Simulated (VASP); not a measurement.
# WS2 (R3m) in VASP: notebook, part 2 of 2

VASP 6.6.1. The steps go on from the part before.

## Step 4: Single point, PBEsol (strain -0.015 along x and y, +0.030 along z)

INCAR

```
PREC = Accurate
ENCUT = 520
EDIFF = 1E-6
ISMEAR = 0
SIGMA = 0.05
LREAL = False
LASPH = True
NELM = 100
ALGO = Normal
ISIF = 2
LWAVE = False
LCHARG = False
GGA = PS
NBANDS = 20
```

KPOINTS

```
Automatic mesh
0
Gamma
  12 12 12
```

POSCAR

```
WS2
1.0
    1.5501963512      0.8950062807      6.5615786845
   -1.5501963512      0.8950062807      6.5615786845
    0.0000000000     -1.7900125614      6.5615786845
W S
1 2
Direct
    0.9993284863      0.9993284863      0.9993284863
    0.7479630314      0.7479630314      0.7479630314
    0.5840084823      0.5840084823      0.5840084823
```

Potentials or basis: VASP PAW PBE potentials, release 64 (W_sv, S).

On the command line:

```sh
cat potpaw_PBE.64/W_sv/POTCAR potpaw_PBE.64/S/POTCAR > POTCAR
mpirun -np 1 vasp_std > vasp.out
```

OUTCAR:

```text
PREC = Accurate
   ENCUT = 520
   EDIFF = 1E-6
   ISMEAR = 0
   LREAL = False
   LASPH = True
   NELM = 100
   ISIF = 2
   GGA = PS

 ion  position               nearest neighbor table
   1  0.999  0.999  0.999-   2 2.41   2 2.41   2 2.41   3 2.41   3 2.41   3 2.41
   2  0.748  0.748  0.748-   1 2.41   1 2.41   1 2.41
   3  0.584  0.584  0.584-   1 2.41   1 2.41   1 2.41

  LATTYP: Found a trigonal (rhomboedric) cell.
 ALAT       =     6.8013572030
 COS(alpha) =     0.8961007894

  Lattice vectors:

 A1 = (   1.5501963512,   0.8950062807,   6.5615786845)
 A2 = (  -1.5501963512,   0.8950062807,   6.5615786845)
 A3 = (   0.0000000000,  -1.7900125614,   6.5615786845)

Analysis of symmetry for initial positions (statically):
=====================================================================
 Subroutine PRICEL returns:
 Original cell was already a primitive cell.

 Routine SETGRP: Setting up the symmetry group for a
 trigonal (rhombohedral) supercell.

 Subroutine GETGRP returns: Found  6 space group operations
 (whereof  6 operations were pure point group operations)
 out of a pool of 12 trial point group operations.

[... 164 lines left out ...]

 E-fermi :   6.8473     XC(G=0): -10.8964

 val. band max:        6.5695438036   @ k =   0.5000   0.5000   0.5000
 cond. band min:       7.8948512956   @ k =  -0.1667   0.1667   0.0000
 fundamental gap:      1.3253074920
 Fermi energy:         6.8472698062

 k-point     1 :       0.0000    0.0000    0.0000
  band No.  band energies     occupation
      1     -67.4735      2.00000
      2     -31.7746      2.00000
      3     -31.5155      2.00000
      4     -31.5155      2.00000
      5      -8.5826      2.00000
      6      -6.8395      2.00000
[... 541 lines left out ...]
     19      15.1006      0.00000
     20      15.5915      0.00000

 [... further k-points ...]

------------------------ aborting loop because EDIFF is reached ----------------------------------------

  FORCE on cell =-STRESS in cart. coord.  units (eV):
  Direction    XX          YY          ZZ          XY          YZ          ZX
  --------------------------------------------------------------------------------------
  -------------------------------------------------------------------------------------
  Total        0.8691592      0.8691592     -1.8697944      0.0000000     -0.0000000     -0.0000000
  in kB       25.4939740     25.4939740    -54.8443686      0.0000000     -0.0000000     -0.0000000
  external PRESSURE =      -1.2854736 kB  Pullay stress =       0.0000000 kB

 VOLUME and BASIS-vectors are now :
 -----------------------------------------------------------------------------
  energy-cutoff  :      520.00
  volume of cell :       54.62
      direct lattice vectors                 reciprocal lattice vectors
     1.550196351  0.895006281  6.561578684     0.322539786  0.186218432  0.050800783
    -1.550196351  0.895006281  6.561578684    -0.322539786  0.186218432  0.050800783
     0.000000000 -1.790012561  6.561578684     0.000000000 -0.372436865  0.050800783

 POSITION                                       TOTAL-FORCE (eV/Angst)
 -----------------------------------------------------------------------------------
      0.00000      0.00000     19.67152         0.000000     -0.000000     -0.000226
      0.00000      0.00000     14.72345         0.000000      0.000000     -0.554289
      0.00000      0.00000     11.49605         0.000000      0.000000      0.554515
 -----------------------------------------------------------------------------------
    total drift:                                0.000000     -0.000000     -0.000028

  FREE ENERGIE OF THE ION-ELECTRON SYSTEM (eV)
  ---------------------------------------------------
  free  energy   TOTEN  =       -25.2334731793 eV

  energy  without entropy=      -25.2334731793  energy(sigma->0) =      -25.23347318
```

OSZICAR:

```text
N       E                     dE             d eps       ncg     rms          rms(c)
DAV:   1     0.199134855169E+03    0.19913E+03   -0.13051E+04  7560   0.129E+03
DAV:   2    -0.158395520467E+02   -0.21497E+03   -0.20788E+03  8852   0.344E+02
DAV:   3    -0.263385766936E+02   -0.10499E+02   -0.10389E+02  9612   0.713E+01
DAV:   4    -0.264922477910E+02   -0.15367E+00   -0.15356E+00  9120   0.930E+00
DAV:   5    -0.264949710075E+02   -0.27232E-02   -0.27231E-02  9452   0.130E+00    0.280E+01
DAV:   6    -0.254417832840E+02    0.10532E+01   -0.51925E+00  8332   0.157E+01    0.114E+01
DAV:   7    -0.253012139602E+02    0.14057E+00   -0.15121E+00  7976   0.670E+00    0.535E+00
DAV:   8    -0.252350504249E+02    0.66164E-01   -0.33151E-01  8748   0.378E+00    0.127E+00
DAV:   9    -0.252339181582E+02    0.11323E-02   -0.15656E-02  9304   0.819E-01    0.595E-01
DAV:  10    -0.252335189081E+02    0.39925E-03   -0.53118E-03  8820   0.520E-01    0.573E-02
DAV:  11    -0.252334545127E+02    0.64395E-04   -0.63569E-04  8544   0.174E-01    0.716E-02
DAV:  12    -0.252334671688E+02   -0.12656E-04   -0.75134E-05  8672   0.667E-02    0.148E-02
DAV:  13    -0.252334728701E+02   -0.57013E-05   -0.10298E-05  8640   0.222E-02    0.363E-03
DAV:  14    -0.252334731793E+02   -0.30920E-06   -0.11776E-06  6820   0.620E-03
   1 F= -.25233473E+02 E0= -.25233473E+02  d E =-.651332E-18
```

Wall time 6.5 min (1 thread of Intel Xeon 6975P-C (Granite Rapids), shared host); peak memory 0.51 GiB.

Results:

* Free energy: -25.2335 eV
* Pressure: -0.1 GPa
* Largest force: 0.555 eV/Å
* Band gap on the k mesh: 1.33 eV (least direct gap 2.25 eV)

Forces in eV/Å, atoms in the order of the input:
```
W    0.000  0.000  0.000
S    0.000  0.000 -0.554
S    0.000  0.000  0.555
```

Levels at points of the mesh, in eV from the valence-band top:
```csv
k point,band 9,band 10,band 11,band 12,band 13,band 14,band 15,band 16,band 17,band 18
"(0.00, 0.00, 0.00)",-2.73,-1.70,-1.46,-1.46,-1.07,2.91,2.91,3.01,3.01,5.46
"(0.50, 0.00, 0.00)",-4.81,-3.43,-2.39,-1.27,-1.08,3.09,3.12,4.09,4.45,5.07
"(0.50, 0.50, 0.00)",-4.61,-3.39,-2.80,-1.19,-1.11,3.10,3.30,3.72,4.74,5.47
"(0.50, 0.50, 0.50)",-2.73,-2.73,-1.44,-1.44,0.00,2.93,2.93,2.97,2.97,5.75
```

Caveat: the cell differs from its parent crystal (strain -0.015 along x and y, +0.030 along z); the PAW data sets were made with another functional, which shifts forces and pressure a little; spin-orbit coupling is left out, which moves the levels of the heavy elements. A k mesh can miss the band edges.

## Step 5: Overview

```csv
cell,gap on the mesh (eV),pressure (GPa),largest force (eV/Å)
"a = 6.702 Å, angles 26.3°, 3 atoms",1.32,8.1,0.28
"a = 6.525 Å, angles 27.5°, 3 atoms",1.14,8.4,0.90
"a = 6.801 Å, angles 26.3°, 3 atoms",1.33,-0.1,0.55
```

Alike in all rows: task single point; level PBEsol; potentials or basis VASP PAW PBE potentials, release 64 (W_sv, S); no spin polarisation; k mesh 12 × 12 × 12; cutoff (eV) 520; smearing gaussian 0.05 eV.

Caveats: the PAW data sets were made with another functional, which shifts forces and pressure a little; spin-orbit coupling is left out, which moves the levels of the heavy elements; the cell stands under pressure (at least some runs).

Total energies depend on the potentials used, so only differences within one code and one set of settings carry meaning.
